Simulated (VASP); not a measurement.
# K: single point with PBE

Crystal: K.

```
K
1.0
     7.45190    0.00000    0.00000
    -3.72595    6.45353    0.00000
     0.00000    0.00000    4.44444
K
3
Cartesian
  3.7259 6.4535 0.0000
  0.0000 4.3024 2.2222
  3.7259 2.1512 2.2222
```

This isn't the form of K at room conditions, which is bcc.

| Quantity | Value |
| --- | --- |
| Program | VASP 6.6.1 |
| Task | single point |
| Functional | PBE |
| Potentials or basis | VASP PAW PBE potentials, release 64 (K_sv) |
| Cutoff | 520 eV |
| k mesh | 7 × 7 × 9 |
| Occupations | fermi-dirac, width 0.1 eV |
| Spin | no spin polarisation |

| Property | Result |
| --- | --- |
| Pressure | 0.2 GPa |
| Band gap on the k mesh | zero (an odd number of electrons rules out a gap without spin polarisation) |

Levels at points of the mesh, in eV from the Fermi level:
```csv
k point,band 10,band 11,band 12,band 13,band 14,band 15,band 16,band 17
"(0.00, 0.00, 0.00)",-15.54,-15.54,-15.52,-2.21,1.15,1.15,1.16,1.16
```

Wall time 3.9 min on 1 thread of Oxide Virtual Turin-like Processor, with other jobs on the host, peak memory 0.34 GiB.
